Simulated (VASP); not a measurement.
PbO: single point with PBEsol

The system is PbO.

```xyz
4
Lattice="4.0874 0.0000 0.0000 0.0000 4.0874 0.0000 0.0000 0.0000 5.1322" Properties=species:S:1:pos:R:3 pbc="T T T"
Pb    0.0000    2.0437    1.2317
Pb    2.0437    0.0000    3.9005
O     0.0000    0.0000    0.0000
O     2.0437    2.0437    0.0000
```

* Program: VASP 6.6.1
* Task: single point
* Functional: PBEsol
* Potentials or basis: VASP PAW PBE potentials, release 64 (Pb_d, O)
* Cutoff: 520 eV
* k mesh: 6 × 6 × 6
* Occupations: gaussian, width 0.01 eV
* Spin: no spin polarisation

* Pressure: -5.8 GPa
* Largest force: 1.123 eV/Å
* Band gap on the k mesh: 1.20 eV (least direct gap 1.84 eV)

Forces in eV/Å, atoms in the order of the input:
```
Pb   0.000  0.000 -1.123
Pb   0.000  0.000  1.123
O    0.000  0.000  0.000
O    0.000  0.000  0.000
```

Stress tensor (GPa, compression positive):
```
-5.91  0.00  0.00
 0.00 -5.91  0.00
 0.00  0.00 -5.52
```

Levels at points of the mesh, in eV from the valence-band top:
```csv
k point,band 18,band 19,band 20,band 21,band 22,band 23
"(0.00, 0.00, 0.00)",-1.22,-1.22,0.00,2.22,5.37,5.37
"(0.50, 0.00, 0.00)",-2.49,-1.37,-1.37,3.23,3.23,6.30
"(0.50, 0.50, 0.00)",-1.52,-0.64,-0.64,1.20,1.20,5.09
"(0.00, 0.00, 0.50)",-1.24,-1.24,-0.68,1.93,3.89,3.89
"(0.50, 0.00, 0.50)",-2.45,-0.78,-0.78,2.98,2.98,6.00
"(0.50, 0.50, 0.50)",-2.07,-0.64,-0.64,3.41,3.41,4.50
```

Wall time 85 s on 1 thread of Intel Xeon 8259CL, with other jobs on the host, peak memory 0.23 GiB.

Caveat: the cell stands under tension; the PAW data sets were made with another functional, which shifts forces and pressure a little; spin-orbit coupling is left out, which moves the levels of the heavy elements. A k mesh can miss the band edges.
